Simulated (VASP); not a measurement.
Wanted: the native input for a VASP 6.6.1 run.

```
Task                   : single point
Functional             : PBE
Potentials or basis    : VASP PAW PBE potentials, release 64 (Se, Li_sv)
Cutoff                 : 750 eV
k mesh                 : 4 × 4 × 4
Occupations            : gaussian, width 0.01 eV
Spin                   : no spin polarisation
Dipole correction      : no
Further INCAR settings : ALGO = Normal; EDIFF = 1e-06; NBANDS = 13
```

The structure of Li2Se lies in POSCAR:

```
Li2Se
1.0
    0.0000000000      2.9935210598      2.9935210598
    2.9935210598      0.0000000000      2.9935210598
    2.9935210598      2.9935210598      0.0000000000
Se Li
1 2
Direct
    0.0000000000      0.0000000000      0.0000000000
    0.2500000000      0.2500000000      0.2500000000
    0.7500000000      0.7500000000      0.7500000000
```

One way to write it, as run:

INCAR

```
SYSTEM = Li2Se
ALGO = Normal
EDIFF = 1E-6
ENCUT = 750
GGA = PE
GGA_COMPAT = .FALSE.
ISIF = 2
ISMEAR = 0
LASPH = .TRUE.
LCHARG = .TRUE.
LELF = .TRUE.
LREAL = .FALSE.
LVHAR = .TRUE.
LWAVE = .FALSE.
NBANDS = 13
NELM = 120
PREC = Accurate
SIGMA = 0.01
```

KPOINTS

```
k-points
0
G
  4 4 4
  0 0 0
```

Potentials or basis: VASP PAW PBE potentials, release 64 (Se, Li_sv).

The run is started by

```bash
$ cat potpaw_PBE.64/Se/POTCAR potpaw_PBE.64/Li_sv/POTCAR > POTCAR
$ mpirun -np 1 vasp_std > vasp.out
```

It gave:

| Item | Value |
| --- | --- |
| Pressure | 0.3 GPa |
| Band gap on the k mesh | 2.96 eV (least direct gap 3.42 eV) |

Caveat: the k points lie up to 0.45 Å⁻¹ apart.

Wall time 24 s on 1 thread of Intel Xeon 8259CL, on a shared host, peak memory 0.23 GiB.
